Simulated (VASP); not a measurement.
A run of VASP 6.6.1 is set up as follows.

File INCAR:

```
ALGO     = Normal         # electronic algorithm
EDIFF    = 1E-6           # SCF threshold, eV
ENCUT    = 520            # plane-wave cutoff, eV
GGA      = PE             # functional
ISIF     = 2              # what is computed and relaxed
ISMEAR   = 0              # smearing method
LASPH    = True           # aspherical terms in the spheres
LCHARG   = True           # write CHGCAR
LELF     = True           # ELF
LREAL    = False          # projectors in reciprocal space
LVHAR    = True         
LWAVE    = False          # write WAVECAR
NBANDS   = 19             # bands
NELM     = 80             # most SCF steps
PREC     = Accurate       # precision mode
SIGMA    = 0.1            # smearing width, eV
```

File KPOINTS:

```
k-points
0
Gamma
  6 6 4
```

POSCAR

```
HfBeP2
1.0
    4.3565038000      0.0000000000      0.0000000000
   -2.1782519000      3.7728429600      0.0000000000
    0.0000000000      0.0000000000      7.1504813200
Hf Be P
1 1 2
Direct
    0.0000000000      0.0000000000      0.5000000000
    0.0000000000      0.0000000000      0.0000000000
    0.3333333300      0.6666666700      0.0000000000
    0.6666666700      0.3333333300      0.0000000000
```

Potentials or basis: VASP PAW PBE potentials, release 64 (Hf_pv, Be, P).

The run is started by

```sh
$ cat potpaw_PBE.64/Hf_pv/POTCAR potpaw_PBE.64/Be/POTCAR potpaw_PBE.64/P/POTCAR > POTCAR
$ mpirun -np 1 vasp_std > vasp.out
```

Question: What does it give for the band gap on the k mesh?

Answer: Zero (bands 11 and 12 overlap by 0.60 eV).

Question: Estimate the pressure.

Answer: -11.0 GPa.

Stress tensor (GPa, compression positive):
```
-11.73   0.00   0.00
  0.00 -11.73   0.00
  0.00   0.00  -9.50
```

Caveat: the cell stands under tension; spin-orbit coupling is left out, which moves the levels of the heavy elements.
